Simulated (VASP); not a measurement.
Input of a VASP 6.6.1 run:

The input INCAR:

```
SYSTEM = SrVO3
PREC = Accurate ; ENCUT = 520
EDIFF = 1E-6 ; ISMEAR = -1
SIGMA = 0.05 ; LREAL = .FALSE.
LASPH = .TRUE. ; NELM = 150
ALGO = Normal ; ISIF = 2
LWAVE = .FALSE. ; LCHARG = .TRUE.
ISPIN = 2 ; MAGMOM = 0 2 0 0 0
LORBIT = 11 ; LMAXMIX = 4
GGA = PE ; LELF = .TRUE.
LVHAR = .TRUE. ; NBANDS = 32
```

File KPOINTS:

```
regular mesh
0
G
  6 6 6
  0 0 0
```

File POSCAR:

```
SrVO3
1.0
    3.8409000000      0.0000000000      0.0000000000
    0.0000000000      3.8409000000      0.0000000000
    0.0000000000      0.0000000000      3.8793090000
Sr V O
1 1 3
Direct
    0.5000000000      0.5000000000      0.5000000000
    0.0000000000      0.0000000000      0.0000000000
    0.0000000000      0.0000000000      0.5000000000
    0.0000000000      0.5000000000      0.0000000000
    0.5000000000      0.0000000000      0.0000000000
```

Potentials or basis: VASP PAW PBE potentials, release 64 (Sr_sv, V_sv, O).

Launch:

```console
$ cat potpaw_PBE.64/Sr_sv/POTCAR potpaw_PBE.64/V_sv/POTCAR potpaw_PBE.64/O/POTCAR > POTCAR
$ mpirun -np 1 vasp_std > vasp.out
```

(1) Estimate the pressure.

(2) Predict the net moment.

Answers

(1) 1.8 GPa.

(2) 0.48 μB per cell.

Caveat: a moment this small can come from the mesh or the smearing.
